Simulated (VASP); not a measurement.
A run of VASP 6.6.1:

File POSCAR:

```
Y
1.0
    3.6808463851      0.0000000000      0.0000000000
   -1.8404231926      3.1877064770      0.0000000000
    0.0000000000      0.0000000000      5.7206466204
Y
2
Direct
    0.3333333333      0.6666666667      0.2500000000
    0.6666666667      0.3333333333      0.7500000000
```

Contents of INCAR.step1:

```
SYSTEM = Y
  ALGO = Normal
  EDIFF = 1E-4
  ENCUT = 520
  GGA = PE
  ISMEAR = 1
  LASPH = .True.
  LCHARG = .False.
  LREAL = .False.
  LWAVE = .True.
  NBANDS = 18
  NELM = 60
  PREC = Accurate
  SIGMA = 0.6
```

File INCAR.step2:

```
SYSTEM = Y
  ALGO = Normal
  EDIFF = 1E-6
  ENCUT = 520
  ISIF = 2
  ISMEAR = 1
  ISTART = 1
  LASPH = .True.
  LCHARG = .False.
  LMIXTAU = .True.
  LREAL = .False.
  LWAVE = .False.
  METAGGA = R2SCAN
  NBANDS = 18
  NELM = 60
  PREC = Accurate
  SIGMA = 0.6
```

The input KPOINTS:

```
k-points
0
Gamma
  10 10 6
  0 0 0
```

Potentials or basis: VASP PAW PBE potentials, release 64 (Y_sv).

Run with:

```console
$ cat potpaw_PBE.64/Y_sv/POTCAR > POTCAR
$ cp INCAR.step1 INCAR
$ mpirun -np 1 vasp_std > vasp.out
$ cp INCAR.step2 INCAR
$ mpirun -np 1 vasp_std > vasp.out
```

Hardware: 1 thread of Intel(R) Xeon(R) Platinum 8259CL CPU @ 2.50GHz (Skylake/Cascade Lake) (shared host).

Problem. How long does it take, and how much memory?

Solution. It took 5.7 min on 1 thread of Intel(R) Xeon(R) Platinum 8259CL CPU @ 2.50GHz (Skylake/Cascade Lake), with other jobs on the host, peak memory 0.24 GiB. Counts: k points 56.
